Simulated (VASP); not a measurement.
# Sn3Ir (P6_3/mmc) in VASP: further runs, part 2 of 2

VASP 6.6.1.

### Step 3. Single point, PBE

This run uses another cell than the first one, of 25.09 Å³/atom.

Input file INCAR:

```
SYSTEM = Sn3Ir
PREC = Accurate
ENCUT = 520
EDIFF = 1E-6
ISMEAR = 0
SIGMA = 0.1
LREAL = .False.
LASPH = .True.
NELM = 60
ALGO = Fast
ISIF = 2
LWAVE = .False.
LCHARG = .False.
GGA = PE
NBANDS = 61
```

Input file KPOINTS:

```
Automatic mesh
0
Gamma
  3 3 4
  0 0 0
```

Input file POSCAR:

```
Sn3Ir
1.0
    7.6025531409      0.0000000000      0.0000000000
   -3.8012765705      6.5840041536      0.0000000000
    0.0000000000      0.0000000000      4.0103340890
Sn Ir
6 2
Direct
    0.8101994872      0.6203989743      0.2500000000
    0.1898005128      0.8101994872      0.7500000000
    0.3796010257      0.1898005128      0.2500000000
    0.1898005128      0.3796010257      0.7500000000
    0.8101994872      0.1898005128      0.2500000000
    0.6203989743      0.8101994872      0.7500000000
    0.3333333333      0.6666666667      0.2500000000
    0.6666666667      0.3333333333      0.7500000000
```

Potentials or basis: VASP PAW PBE potentials, release 64 (Sn_d, Ir).

Command:

```
cat potpaw_PBE.64/Sn_d/POTCAR potpaw_PBE.64/Ir/POTCAR > POTCAR
mpirun -np 1 vasp_std > vasp.out
```

OUTCAR:

```text
SYSTEM = Sn3Ir
   PREC = Accurate
   ENCUT = 520
   EDIFF = 1E-6
   ISMEAR = 0
   LREAL = .False.
   LASPH = .True.
   NELM = 60
   ISIF = 2
   GGA = PE

 ion  position               nearest neighbor table
   1  0.810  0.620  0.250-   8 2.76   8 2.76   2 3.20   2 3.20   6 3.20   6 3.20   3 3.27   5 3.27

   2  0.190  0.810  0.750-   7 2.76   7 2.76   3 3.20   3 3.20   1 3.20   1 3.20   4 3.27   6 3.27

   3  0.380  0.190  0.250-   8 2.76   8 2.76   2 3.20   2 3.20   4 3.20   4 3.20   1 3.27   5 3.27

   4  0.190  0.380  0.750-   7 2.76   7 2.76   5 3.20   5 3.20   3 3.20   3 3.20   6 3.27   2 3.27

   5  0.810  0.190  0.250-   8 2.76   8 2.76   6 3.20   6 3.20   4 3.20   4 3.20   1 3.27   3 3.27

   6  0.620  0.810  0.750-   7 2.76   7 2.76   5 3.20   5 3.20   1 3.20   1 3.20   4 3.27   2 3.27

   7  0.333  0.667  0.250-   4 2.76   4 2.76   6 2.76   6 2.76   2 2.76   2 2.76
   8  0.667  0.333  0.750-   1 2.76   1 2.76   3 2.76   3 2.76   5 2.76   5 2.76

  LATTYP: Found a hexagonal cell.
 ALAT       =     7.6025531409
 C/A-ratio  =     0.5274983305

  Lattice vectors:

 A1 = (   7.6025531409,   0.0000000000,   0.0000000000)
 A2 = (  -3.8012765705,   6.5840041536,   0.0000000000)
 A3 = (   0.0000000000,   0.0000000000,   4.0103340890)

Analysis of symmetry for initial positions (statically):
=====================================================================
 Subroutine PRICEL returns:
 Original cell was already a primitive cell.

 Routine SETGRP: Setting up the symmetry group for a
 hexagonal supercell.

 Subroutine GETGRP returns: Found 24 space group operations
 (whereof 12 operations were pure point group operations)
 out of a pool of 24 trial point group operations.

The static configuration has the point symmetry D_3d.
[... 131 lines left out ...]
     AMIX_MAG =   1.60;   BMIX_MAG =  1.00
  volume/ion in A,a.u.               =      25.09       169.33
  Fermi-wavevector in a.u.,A,eV,Ry     =   1.306366  2.468674 23.219594  1.706592
  Thomas-Fermi vector in A             =   2.437173
   LORBIT       =      0    0 simple, 1 ext, 2 COOP (PROOUT), +10 PAW based schemes
   GGA     = PE    functional components
   LHFCALC =     F    Hartree Fock is set to
   AEXX    =    0.0000 exact exchange contribution
   IVDW    =     0    specifies the selected vdW correction
   LEPSILON=     F    determine dielectric tensor
   LRPA    =     F    only Hartree local field effects (RPA)
 non-spin polarized calculation
 RMM-DIIS sequential band-by-band and
 Gauss-broadening in eV      SIGMA  =   0.10
  energy-cutoff  :      520.00
  volume of cell :      200.74
 maximum number of plane-waves:      5466
 NGX is ok and might be reduce to    60
   NGX = 29   NGY = 29   NGZ = 15

 number of electron     102.0000044 magnetization

 Free energy of the ion-electron system (eV)
  ---------------------------------------------------
  ext. energy  EPLUGINS =         0.00000000
  ---------------------------------------------------
  free energy    TOTEN  =       -39.70692733 eV

  energy without entropy =      -39.69170925  energy(sigma->0) =      -39.69931829

 E-fermi :   7.4571     XC(G=0): -10.5769

 val. band max:        7.4311307963   @ k =   0.3333   0.3333   0.2500
 cond. band min:       7.5961751876   @ k =   0.3333   0.3333   0.0000
 fundamental gap:      0.1650443913
 Fermi energy:         7.4570558780

 k-point     1 :       0.0000    0.0000    0.0000
  band No.  band energies     occupation
      1     -14.0030      2.00000
      2     -13.9965      2.00000
      3     -13.9965      2.00000
      4     -13.9928      2.00000
      5     -13.9602      2.00000
      6     -13.9602      2.00000
[... 565 lines left out ...]
     60      11.0121      0.00000
     61      11.1516      0.00000

------------------------ aborting loop because EDIFF is reached ----------------------------------------

  FORCE on cell =-STRESS in cart. coord.  units (eV):
  Direction    XX          YY          ZZ          XY          YZ          ZX
  --------------------------------------------------------------------------------------
  -------------------------------------------------------------------------------------
  Total       -0.0744206     -0.0744206     -0.1932460      0.0000000      0.0000000      0.0000000
  in kB       -0.5939824     -0.5939824     -1.5423789      0.0000000      0.0000000      0.0000000
  external PRESSURE =      -0.9101146 kB  Pullay stress =       0.0000000 kB

 VOLUME and BASIS-vectors are now :
 -----------------------------------------------------------------------------
  energy-cutoff  :      520.00
  volume of cell :      200.74
      direct lattice vectors                 reciprocal lattice vectors
     7.602553141  0.000000000  0.000000000     0.131534760  0.075941629  0.000000000
    -3.801276570  6.584004154  0.000000000     0.000000000  0.151883258  0.000000000
     0.000000000  0.000000000  4.010334089     0.000000000  0.000000000  0.249355784

 POSITION                                       TOTAL-FORCE (eV/Angst)
 -----------------------------------------------------------------------------------
      3.80128      4.08471      1.00258        -0.000000      0.002977     -0.000000
     -1.63682      5.33436      3.00775        -0.002578      0.001489      0.000000
      2.16445      1.24965      1.00258        -0.002578     -0.001489      0.000000
     -0.00000      2.49929      3.00775         0.000000     -0.002977      0.000000
      5.43810      1.24965      1.00258         0.002578     -0.001489     -0.000000
      1.63682      5.33436      3.00775         0.002578      0.001489      0.000000
     -0.00000      4.38934      1.00258         0.000000      0.000000      0.000000
      3.80128      2.19467      3.00775        -0.000000      0.000000      0.000000
 -----------------------------------------------------------------------------------
    total drift:                               -0.000000      0.000000     -0.000000

  FREE ENERGIE OF THE ION-ELECTRON SYSTEM (eV)
  ---------------------------------------------------
  free  energy   TOTEN  =       -39.7069273310 eV

  energy  without entropy=      -39.6917092502  energy(sigma->0) =      -39.69931829
```

Wall time 2.1 min (1 thread of Intel Xeon Platinum 8124M at 3.00GHz (Skylake/Cascade Lake), shared host); peak memory 0.36 GiB.

What came out:

* Free energy: -39.7069 eV
* Pressure: -0.1 GPa
* Band gap on the k mesh: zero (bands 51 and 52 overlap by 1.42 eV)

Forces in eV/Å, atoms in the order of the input:
```
Sn   0.000  0.003  0.000
Sn  -0.003  0.001  0.000
Sn  -0.003 -0.001  0.000
Sn   0.000 -0.003  0.000
Sn   0.003 -0.001  0.000
Sn   0.003  0.001  0.000
Ir   0.000  0.000  0.000
Ir   0.000  0.000  0.000
```

Stress tensor (GPa, compression positive):
```
-0.06  0.00  0.00
 0.00 -0.06  0.00
 0.00  0.00 -0.15
```

Caveat: the k points lie up to 0.39 Å⁻¹ apart, too coarse for converged energies and pressures of a metal; spin-orbit coupling is left out, which moves the levels of the heavy elements.

### Step 4. Single point, PBE

This run uses another cell than the first one, of 26.41 Å³/atom.

Input file INCAR:

```
SYSTEM = Sn3Ir
PREC = Accurate ; ENCUT = 520
EDIFF = 1E-6 ; ISMEAR = 0
SIGMA = 0.1 ; LREAL = .False.
LASPH = .True. ; NELM = 60
ALGO = Fast ; ISIF = 2
LWAVE = .False. ; LCHARG = .False.
GGA = PE ; NBANDS = 61
```

Input file KPOINTS:

```
regular mesh
0
Gamma
  6 6 10
  0 0 0
```

Input file POSCAR:

```
Sn3Ir
1.0
    8.6792681126      0.0000000000      0.0000000000
   -4.3396340563      7.5164666718      0.0000000000
    0.0000000000      0.0000000000      3.2392228314
Sn Ir
6 2
Direct
    0.8118569214      0.6237138428      0.2500000000
    0.1881430786      0.8118569214      0.7500000000
    0.3762861572      0.1881430786      0.2500000000
    0.1881430786      0.3762861572      0.7500000000
    0.8118569214      0.1881430786      0.2500000000
    0.6237138428      0.8118569214      0.7500000000
    0.3333333333      0.6666666667      0.2500000000
    0.6666666667      0.3333333333      0.7500000000
```

Potentials or basis: VASP PAW PBE potentials, release 64 (Sn_d, Ir).

Command:

```
cat potpaw_PBE.64/Sn_d/POTCAR potpaw_PBE.64/Ir/POTCAR > POTCAR
mpirun -np 1 vasp_std > vasp.out
```

OUTCAR:

```text
SYSTEM = Sn3Ir
   PREC = Accurate
   ENCUT = 520
   EDIFF = 1E-6
   ISMEAR = 0
   LREAL = .False.
   LASPH = .True.
   NELM = 60
   ISIF = 2
   GGA = PE

 ion  position               nearest neighbor table
   1  0.812  0.624  0.250-   8 2.72   8 2.72   2 3.26   2 3.26   6 3.26   6 3.26
   2  0.188  0.812  0.750-   7 2.72   7 2.72   1 3.26   1 3.26   3 3.26   3 3.26
   3  0.376  0.188  0.250-   8 2.72   8 2.72   4 3.26   4 3.26   2 3.26   2 3.26
   4  0.188  0.376  0.750-   7 2.72   7 2.72   3 3.26   3 3.26   5 3.26   5 3.26
   5  0.812  0.188  0.250-   8 2.72   8 2.72   4 3.26   4 3.26   6 3.26   6 3.26
   6  0.624  0.812  0.750-   7 2.72   7 2.72   1 3.26   1 3.26   5 3.26   5 3.26
   7  0.333  0.667  0.250-   2 2.72   2 2.72   6 2.72   6 2.72   4 2.72   4 2.72
   8  0.667  0.333  0.750-   5 2.72   5 2.72   3 2.72   3 2.72   1 2.72   1 2.72

  LATTYP: Found a hexagonal cell.
 ALAT       =     8.6792681126
 C/A-ratio  =     0.3732138228

  Lattice vectors:

 A1 = (   8.6792681126,   0.0000000000,   0.0000000000)
 A2 = (  -4.3396340563,   7.5164666718,   0.0000000000)
 A3 = (   0.0000000000,   0.0000000000,   3.2392228314)

Analysis of symmetry for initial positions (statically):
[... 188 lines left out ...]

 E-fermi :   6.8208     XC(G=0): -10.2128

 val. band max:        6.8102501829   @ k =   0.1667   0.1667   0.3000
 cond. band min:       6.8253407366   @ k =   0.5000  -0.0000   0.3000
 fundamental gap:      0.0150905536
 Fermi energy:         6.8207786892

 k-point     1 :       0.0000    0.0000    0.0000
  band No.  band energies     occupation
      1     -14.5575      2.00000
      2     -14.5374      2.00000
      3     -14.5374      2.00000
      4     -14.5117      2.00000
      5     -14.5109      2.00000
      6     -14.5109      2.00000
[... 1525 lines left out ...]
     60      10.4221      0.00000
     61      10.7877      0.00000

 [... further k-points ...]
[... 5 lines left out ...]
  --------------------------------------------------------------------------------------
  -------------------------------------------------------------------------------------
  Total       -0.0279553     -0.0279553     -0.0229052      0.0000000      0.0000000      0.0000000
  in kB       -0.2119520     -0.2119520     -0.1736627      0.0000000      0.0000000      0.0000000
  external PRESSURE =      -0.1991889 kB  Pullay stress =       0.0000000 kB

 VOLUME and BASIS-vectors are now :
 -----------------------------------------------------------------------------
  energy-cutoff  :      520.00
  volume of cell :      211.32
      direct lattice vectors                 reciprocal lattice vectors
     8.679268113  0.000000000  0.000000000     0.115217088  0.066520617  0.000000000
    -4.339634056  7.516466672  0.000000000     0.000000000  0.133041234  0.000000000
     0.000000000  0.000000000  3.239222831     0.000000000  0.000000000  0.308716026

 POSITION                                       TOTAL-FORCE (eV/Angst)
 -----------------------------------------------------------------------------------
      4.33963      4.68812      0.80981         0.000000      0.005447      0.000000
     -1.89022      6.10230      2.42942        -0.004717      0.002724     -0.000000
      2.44942      1.41417      0.80981        -0.004717     -0.002724      0.000000
      0.00000      2.82834      2.42942        -0.000000     -0.005447     -0.000000
      6.22985      1.41417      0.80981         0.004717     -0.002724      0.000000
      1.89022      6.10230      2.42942         0.004717      0.002724     -0.000000
     -0.00000      5.01098      0.80981        -0.000000      0.000000      0.000000
      4.33963      2.50549      2.42942         0.000000      0.000000      0.000000
 -----------------------------------------------------------------------------------
    total drift:                               -0.000000      0.000000     -0.000000

  FREE ENERGIE OF THE ION-ELECTRON SYSTEM (eV)
  ---------------------------------------------------
  free  energy   TOTEN  =       -40.5106449666 eV

  energy  without entropy=      -40.4832823967  energy(sigma->0) =      -40.49696368
```

Wall time 22 min (1 thread of Oxide Virtual Turin-like, shared host); peak memory 0.57 GiB.

What came out:

- Free energy: -40.5106 eV
- Pressure: 0.0 GPa
- Largest force: 0.005 eV/Å
- Band gap on the k mesh: zero (bands 51 and 52 overlap by 2.08 eV)

Forces in eV/Å, atoms in the order of the input:
```
Sn   0.000  0.005  0.000
Sn  -0.005  0.003  0.000
Sn  -0.005 -0.003  0.000
Sn   0.000 -0.005  0.000
Sn   0.005 -0.003  0.000
Sn   0.005  0.003  0.000
Ir   0.000  0.000  0.000
Ir   0.000  0.000  0.000
```

Caveat: spin-orbit coupling is left out, which moves the levels of the heavy elements.

### Step 5. Summary

| cell | k mesh | further INCAR settings | gap on the mesh (eV) | pressure (GPa) | largest force (eV/Å) |
| --- | --- | --- | --- | --- | --- |
| a = 6.418, b = 6.418, c = 5.151 Å, angles 90.0, 90.0, 120.0°, 8 atoms, atomic positions A | 3 × 3 × 4 | ALGO = Fast; EDIFF = 1e-07; NBANDS = 61 | none | -2.0 | 1.10 |
| a = 7.603, b = 7.603, c = 4.010 Å, angles 90.0, 90.0, 120.0°, 8 atoms, atomic positions B | 3 × 3 × 4 | ALGO = Fast; EDIFF = 1e-06; NBANDS = 61 | none | -0.1 | - |
| a = 8.679, b = 8.679, c = 3.239 Å, angles 90.0, 90.0, 120.0°, 8 atoms, atomic positions C | 6 × 6 × 10 | ALGO = Fast; EDIFF = 1e-06; NBANDS = 61 | none | 0.0 | 0.01 |

Alike in all rows: task single point; level PBE; potentials or basis VASP PAW PBE potentials, release 64 (Sn_d, Ir); no spin polarisation; cutoff (eV) 520; smearing gaussian 0.1 eV.

Caveats: some runs use coarse meshes; spin-orbit coupling is left out, which moves the levels of the heavy elements; forces of over 1 eV/Å act on the atoms, so gaps and moduli don't describe the material at rest (at least some runs).

Absolute energies hang on the potentials; compare differences alone.

The gap in the log of VASP goes by the Fermi energy; the results here count the filled bands.